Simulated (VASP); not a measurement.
# Mo3Ru (Fm-3m) in VASP: a series of runs

Runs on Mo3Ru. Level: PBE. Tasks: single point.

Program: VASP 6.6.1. These are calculated values, not measurements. Logs are shortened: lines on timing, memory, paths and dates and some standing lists are left out, and cuts for length are marked.

**1. The cell of the first run**

It takes space group Fm-3m (No. 225, cubic). The conventional cell has a = 6.265 Å, b = 6.265 Å, c = 6.265 Å, α = 90.00°, β = 90.00°, γ = 90.00°. Mo (site symmetry -43m) has 10 Mo at 2.71 to 3.13 Å and 4 Ru at 2.71 Å within 3.6 Å. Mo (site symmetry m-3m) has 8 Mo at 2.71 Å and 6 Ru at 3.13 Å within 3.6 Å. Within 3.6 Å of Ru (site symmetry m-3m) lie 14 Mo at 2.71 to 3.13 Å.

**2. Single point, PBE**

Input file INCAR:

```
  PREC = Accurate
  ENCUT = 520
  EDIFF = 1E-6
  ISMEAR = 0
  SIGMA = 0.1
  LREAL = F
  LASPH = T
  NELM = 80
  ALGO = Fast
  ISIF = 2
  LWAVE = F
  LCHARG = T
  GGA = PE
  LELF = T
  LVHAR = T
  NBANDS = 36
```

Input file KPOINTS:

```
Automatic mesh
0
Gamma
  12 12 12
```

Input file POSCAR:

```
Mo3Ru
1.0
    0.0000000000      3.1326745261      3.1326745261
    3.1326745261      0.0000000000      3.1326745261
    3.1326745261      3.1326745261      0.0000000000
Mo Ru
3 1
Direct
    0.7500000000      0.7500000000      0.7500000000
    0.2500000000      0.2500000000      0.2500000000
    0.0000000000      0.0000000000      0.0000000000
    0.5000000000      0.5000000000      0.5000000000
```

Potentials or basis: VASP PAW PBE potentials, release 64 (Mo_sv, Ru_pv).

Run with:

```console
$ cat potpaw_PBE.64/Mo_sv/POTCAR potpaw_PBE.64/Ru_pv/POTCAR > POTCAR
$ mpirun -np 1 vasp_std > vasp.out
```

OUTCAR:

```text
PREC = Accurate
   ENCUT = 520
   EDIFF = 1E-6
   ISMEAR = 0
   LREAL = F
   LASPH = T
   NELM = 80
   ISIF = 2
   GGA = PE

 ion  position               nearest neighbor table
   1  0.750  0.750  0.750-   4 2.71   4 2.71   4 2.71   3 2.71   3 2.71   3 2.71   4 2.71   3 2.71
                             2 3.13   2 3.13   2 3.13   2 3.13   2 3.13   2 3.13
   2  0.250  0.250  0.250-   3 2.71   3 2.71   3 2.71   4 2.71   4 2.71   4 2.71   4 2.71   3 2.71
                             1 3.13   1 3.13   1 3.13   1 3.13   1 3.13   1 3.13
   3  0.000  0.000  0.000-   1 2.71   1 2.71   1 2.71   2 2.71   2 2.71   2 2.71   2 2.71   1 2.71
                             4 3.13   4 3.13   4 3.13   4 3.13   4 3.13   4 3.13
   4  0.500  0.500  0.500-   2 2.71   2 2.71   2 2.71   1 2.71   1 2.71   1 2.71   2 2.71   1 2.71
                             3 3.13   3 3.13   3 3.13   3 3.13   3 3.13   3 3.13

  LATTYP: Found a face centered cubic cell.
 ALAT       =     6.2653490522

  Lattice vectors:

 A1 = (   0.0000000000,   3.1326745261,   3.1326745261)
 A2 = (   3.1326745261,   0.0000000000,   3.1326745261)
 A3 = (   3.1326745261,   3.1326745261,   0.0000000000)

Analysis of symmetry for initial positions (statically):
[... 5 lines left out ...]
 face centered cubic supercell.

 Subroutine GETGRP returns: Found 48 space group operations
 (whereof 48 operations were pure point group operations)
 out of a pool of 48 trial point group operations.

The static configuration has the point symmetry O_h .

Analysis of symmetry for dynamics (positions and initial velocities):
[... 5 lines left out ...]
 face centered cubic supercell.

 Subroutine GETGRP returns: Found 48 space group operations
 (whereof 48 operations were pure point group operations)
 out of a pool of 48 trial point group operations.

The dynamic configuration has the point symmetry O_h .

 Subroutine INISYM returns: Found 48 space group operations
 (whereof 48 operations are pure point group operations),
 and found     1 'primitive' translations

----------------------------------------------------------------------------------------

                                     Primitive cell

  volume of cell :      61.4859

  direct lattice vectors                    reciprocal lattice vectors
     0.000000000  3.132674526  3.132674526    -0.159608027  0.159608027  0.159608027
     3.132674526  0.000000000  3.132674526     0.159608027 -0.159608027  0.159608027
     3.132674526  3.132674526  0.000000000     0.159608027  0.159608027 -0.159608027

  length of vectors
     4.430270801  4.430270801  4.430270801     0.276449212  0.276449212  0.276449212

[... 80 lines left out ...]
   LSORBIT =      F    spin-orbit coupling
   LASPH  =      T    aspherical Exc in radial PAW
   ENCUT  =  520.0 eV  38.22 Ry    6.18 a.u.   8.24  8.24  8.24*2*pi/ulx,y,z
   NELM   =     80;   NELMIN=  2; NELMDL= -5     # of ELM steps
   EDIFF  = 0.1E-05   stopping-criterion for ELM
   LREAL  =      F    real-space projection
   EDIFFG = 0.1E-04   stopping-criterion for IOM
   NSW    =      0    number of steps for IOM
   IBRION =     -1    ionic relax: 0-MD 1-quasi-New 2-CG
   NFREE  =      0    steps in history (QN), initial steepest desc. (CG)
   ISIF   =      2    stress and relaxation
   ISYM   =      2    0-nonsym 1-usesym 2-fastsym
   POTIM  = 0.5000    time-step for ionic-motion
   TEBEG  =    0.0;   TEEND  =   0.0 temperature during run
   PSTRESS=    0.0 pullay stress
   NELECT =      56.0000    total number of electrons
   NUPDOWN=      -1.0000    fix difference up-down
   EMIN   =  10.00;   EMAX   =-10.00  energy-range for DOS
   EFERMI =   0.00;   METHOD = LEGACY
   ISMEAR =     0;   SIGMA  =   0.10  broadening in eV -4-tet -1-fermi 0-gaus
   EFERMI_NEDOS =   21; number of points for ismear=-14 and -15
   IALGO  =     68    algorithm
   IMIX   =      4    mixing-type and parameters
     AMIX     =   0.40;   BMIX     =  1.00
     AMIX_MAG =   1.60;   BMIX_MAG =  1.00
  volume/ion in A,a.u.               =      15.37       103.73
  Fermi-wavevector in a.u.,A,eV,Ry     =   1.586885  2.998779 34.262263  2.518205
  Thomas-Fermi vector in A             =   2.686128
   LORBIT       =      0    0 simple, 1 ext, 2 COOP (PROOUT), +10 PAW based schemes
   GGA     = PE    functional components
   LHFCALC =     F    Hartree Fock is set to
   AEXX    =    0.0000 exact exchange contribution
   IVDW    =     0    specifies the selected vdW correction
   LEPSILON=     F    determine dielectric tensor
   LRPA    =     F    only Hartree local field effects (RPA)
 non-spin polarized calculation
 RMM-DIIS sequential band-by-band and
 Gauss-broadening in eV      SIGMA  =   0.10
  energy-cutoff  :      520.00
  volume of cell :       61.49
 maximum number of plane-waves:      1676
 NGX is ok and might be reduce to    36
   NGX = 17   NGY = 17   NGZ = 17

 number of electron      55.9999998 magnetization

 Free energy of the ion-electron system (eV)
  ---------------------------------------------------
  ext. energy  EPLUGINS =         0.00000000
  ---------------------------------------------------
  free energy    TOTEN  =       -41.36650644 eV

  energy without entropy =      -41.33844829  energy(sigma->0) =      -41.35247736

 E-fermi :  12.5670     XC(G=0): -13.4572

 val. band max:       12.5634123504   @ k =   0.5000   0.4167   0.0833
 cond. band min:      12.5748209878   @ k =   0.5000   0.4167   0.0833
 fundamental gap:      0.0114086375
 Fermi energy:        12.5670115718

 k-point     1 :       0.0000    0.0000    0.0000
  band No.  band energies     occupation
      1     -48.8339      2.00000
      2     -48.6951      2.00000
      3     -48.3734      2.00000
      4     -30.6561      2.00000
      5     -30.6561      2.00000
      6     -30.6561      2.00000
[... 925 lines left out ...]
     35      14.8759      0.00000
     36      15.5462      0.00000

 [... further k-points ...]
[... 5 lines left out ...]
  --------------------------------------------------------------------------------------
  -------------------------------------------------------------------------------------
  Total        0.1298561      0.1298561      0.1298561      0.0000000      0.0000000      0.0000000
  in kB        3.3837410      3.3837410      3.3837410      0.0000000      0.0000000      0.0000000
  external PRESSURE =       3.3837410 kB  Pullay stress =       0.0000000 kB

 VOLUME and BASIS-vectors are now :
 -----------------------------------------------------------------------------
  energy-cutoff  :      520.00
  volume of cell :       61.49
      direct lattice vectors                 reciprocal lattice vectors
     0.000000000  3.132674526  3.132674526    -0.159608027  0.159608027  0.159608027
     3.132674526  0.000000000  3.132674526     0.159608027 -0.159608027  0.159608027
     3.132674526  3.132674526  0.000000000     0.159608027  0.159608027 -0.159608027

 POSITION                                       TOTAL-FORCE (eV/Angst)
 -----------------------------------------------------------------------------------
      4.69901      4.69901      4.69901         0.000000      0.000000      0.000000
      1.56634      1.56634      1.56634        -0.000000     -0.000000     -0.000000
      0.00000      0.00000      0.00000        -0.000000     -0.000000      0.000000
      3.13267      3.13267      3.13267        -0.000000     -0.000000      0.000000
 -----------------------------------------------------------------------------------
    total drift:                                0.000000      0.000000      0.000000

  FREE ENERGIE OF THE ION-ELECTRON SYSTEM (eV)
  ---------------------------------------------------
  free  energy   TOTEN  =       -41.3665064352 eV

  energy  without entropy=      -41.3384482851  energy(sigma->0) =      -41.35247736
```

OSZICAR:

```text
N       E                     dE             d eps       ncg     rms          rms(c)
DAV:   1     0.662319070661E+03    0.66232E+03   -0.33836E+04  5184   0.165E+03
DAV:   2    -0.210082956708E+02   -0.68333E+03   -0.66878E+03  5564   0.524E+02
DAV:   3    -0.436829040691E+02   -0.22675E+02   -0.21909E+02  6360   0.924E+01
DAV:   4    -0.440956896251E+02   -0.41279E+00   -0.40924E+00  5880   0.105E+01
DAV:   5    -0.441018226649E+02   -0.61330E-02   -0.61280E-02  5808   0.130E+00    0.276E+01
RMM:   6    -0.417810138540E+02    0.23208E+01   -0.62380E+00  5185   0.154E+01    0.939E+00
RMM:   7    -0.421060273396E+02   -0.32501E+00   -0.37279E+00  5413   0.928E+00    0.755E+00
RMM:   8    -0.413846171060E+02    0.72141E+00   -0.14694E+00  5326   0.604E+00    0.217E+00
RMM:   9    -0.413733592402E+02    0.11258E-01   -0.30468E-01  6185   0.199E+00    0.158E+00
RMM:  10    -0.413680718578E+02    0.52874E-02   -0.66013E-02  5470   0.167E+00    0.572E-01
RMM:  11    -0.413662593132E+02    0.18125E-02   -0.15927E-02  6142   0.612E-01    0.134E-01
RMM:  12    -0.413664941027E+02   -0.23479E-03   -0.42470E-03  6657   0.268E-01    0.826E-02
RMM:  13    -0.413664941458E+02   -0.43140E-07   -0.45831E-04  6295   0.119E-01    0.245E-02
RMM:  14    -0.413665040145E+02   -0.98687E-05   -0.13006E-04  7168   0.509E-02    0.979E-03
RMM:  15    -0.413665072309E+02   -0.32164E-05   -0.17588E-05  6286   0.256E-02    0.428E-03
RMM:  16    -0.413665061950E+02    0.10359E-05   -0.42599E-06  4601   0.114E-02    0.186E-03
RMM:  17    -0.413665064352E+02   -0.24017E-06   -0.84272E-07  3518   0.470E-03
   1 F= -.41366506E+02 E0= -.41352477E+02  d E =-.280582E-01
```

stdout:

```text
POSCAR found type information on POSCAR MoRu
 POSCAR found :  2 types and       4 ions
 scaLAPACK will be used
 LDA part: xc-table for (Slater+PW92), standard interpolation
 POSCAR, INCAR and KPOINTS ok, starting setup
 FFT: planning ... GRIDC
 FFT: planning ... GRID_SOFT
 FFT: planning ... GRID
 WAVECAR not read
 entering main loop
```

It took 87 s on 1 thread of Intel Xeon 6975P-C (Granite Rapids), shared host; peak memory 0.29 GiB.

Results:

* Free energy: -41.3665 eV
* Pressure: 0.3 GPa
* Band gap on the k mesh: zero (band 28 reaches 13.05 eV, above the bottom of band 29 at 12.19 eV)

**3. Single point, PBE**

Input file INCAR:

```
SYSTEM = Mo3Ru
PREC = Accurate
ENCUT = 520
EDIFF = 1E-6
ISMEAR = 0
SIGMA = 0.1
LREAL = .False.
LASPH = .True.
NELM = 100
ALGO = Fast
ISIF = 2
LWAVE = .False.
LCHARG = .False.
GGA = PE
NBANDS = 36
```

Input file KPOINTS:

```
Automatic mesh
0
Gamma
  12 12 12
  0 0 0
```

POSCAR is that of step 2.

Potentials or basis: VASP PAW PBE potentials, release 64 (Mo_sv, Ru_pv).

Run with:

```console
$ cat potpaw_PBE.64/Mo_sv/POTCAR potpaw_PBE.64/Ru_pv/POTCAR > POTCAR
$ mpirun -np 1 vasp_std > vasp.out
```

It took 92 s on 1 thread of Intel Xeon 6975P-C (Granite Rapids), shared host; peak memory 0.29 GiB.

The run converged. Its results:

- Free energy: -41.3665 eV
- Pressure: 0.3 GPa
- Band gap on the k mesh: zero (band 28 reaches 13.05 eV, above the bottom of band 29 at 12.19 eV)

Levels at points of the mesh, in eV from the Fermi level:
| k point | band 25 | band 26 | band 27 | band 28 | band 29 | band 30 | band 31 | band 32 |
| --- | --- | --- | --- | --- | --- | --- | --- | --- |
| (0.00, 0.00, 0.00) | -1.78 | -1.78 | -1.78 | 0.24 | 0.24 | 1.99 | 1.99 | 2.29 |
| (0.50, 0.00, 0.00) | -2.99 | -2.94 | -2.94 | 0.48 | 0.48 | 1.18 | 1.18 | 1.64 |
| (0.50, 0.50, 0.00) | -1.44 | -0.83 | -0.83 | -0.45 | 0.51 | 0.76 | 1.18 | 1.34 |
